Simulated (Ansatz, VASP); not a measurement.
## AgB2: VASP beside Ansatz

File INCAR:

```
PREC = Accurate
ENCUT = 520
EDIFF = 1E-6
ISMEAR = 1
SIGMA = 0.15
LREAL = F
LASPH = T
NELM = 80
ALGO = Normal
ISIF = 2
LWAVE = F
LCHARG = F
GGA = PE
NBANDS = 16
```

Contents of KPOINTS:

```
Automatic mesh
0
Gamma
  9 9 6
```

File POSCAR:

```
AgB2
1.0
    3.0268040000      0.0000000000      0.0000000000
   -1.5134020000      2.6212890000      0.0000000000
    0.0000000000      0.0000000000      4.0639220000
Ag B
1 2
Direct
    0.0000000000      0.0000000000      0.0000000000
    0.3333330000      0.6666670000      0.5000000000
    0.6666670000      0.3333330000      0.5000000000
```

Input for Ansatz:

```yaml
crystal:
  lattice:
    - [3.026804, 0.0, 0.0]
    - [-1.513402, 2.621289, 0.0]
    - [0.0, 0.0, 4.063922]
  atoms:
    - { symbol: Ag, position: [0.0, 0.0, 0.0] }
    - { symbol: B, position: [0.333333, 0.666667, 0.5] }
    - { symbol: B, position: [0.666667, 0.333333, 0.5] }
kpoints:
  mp_grid:
    grid: [9, 9, 6]
hamiltonian:
  xc: pbe
scf:
  occupations:
    method: cold
    width: 0.15
  algorithm: direct_min
  mixing:
    preconditioner: none
output:
  forces: true
  stress: true
  eigenvalues: true
basis:
  ecutrho_ratio: 6
```

Alike in both runs: task single point; functional PBE; k mesh 9 × 9 × 6; no spin polarisation.

|  | VASP | Ansatz |
| --- | --- | --- |
| version | VASP 6.6.1 | Ansatz 0.2.0 |
| potentials or method | VASP PAW PBE potentials, release 64 (Ag, B) | plane waves, PAW |
| plane-wave cutoff (eV) | 520 | 420 |
| occupations | methfessel-paxton of order 1, width 0.15 eV | cold, width 0.15 eV |
| valence electrons in the cell | 17 | 25 |

```csv
,VASP,Ansatz,Ansatz less VASP
gap on the k mesh at the Fermi level (eV),none,none,-
pressure (GPa),-0.8,-0.7,+0.07
"traceless stress, the component that is largest in VASP (GPa)",0.83,0.87,+0.044
```

A gap of «none» marks a metal or a gap that the smearing closes. VASP's potentials hold 17 valence electrons a cell and Ansatz's 25, so a difference there can come from the potentials and not from the codes. Ansatz's warnings: structure snapped to symmetry.
